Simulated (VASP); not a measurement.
NbH2, 3 atoms in the cell. The cell holds a sheet with vacuum, 3 atoms: a = 2.725 Å, b = 2.725 Å, c = 26.082 Å, α = 90.00°, β = 90.00°, γ = 90.00°. 

- Program: VASP 6.6.1
- Task: single point
- Functional: PBE
- Potentials or basis: VASP PAW PBE potentials, release 64 (Nb_sv, H)
- Cutoff: 520 eV
- k mesh: 16 × 16 × 1
- Occupations: gaussian, width 0.1 eV
- Spin: no spin polarisation
- Dipole correction: yes
- Further INCAR settings: ALGO = Normal; EDIFF = 1e-06; NBANDS = 14

Potentials or basis: VASP PAW PBE potentials, release 64 (Nb_sv, H).

Run with:

```sh
$ cat potpaw_PBE.64/Nb_sv/POTCAR potpaw_PBE.64/H/POTCAR > POTCAR
$ mpirun -np 1 vasp_std > vasp.out
```

Hardware: 1 thread of AMD EPYC 7R13 Processor (Zen 3), with other jobs on the host.

Task: How long does it take, and how much memory?

Result: It took 2.4 min on 1 thread of AMD EPYC 7R13 Processor (Zen 3), on a shared host, peak memory 0.3 GiB. Counts: scf iterations 21, k points 45.
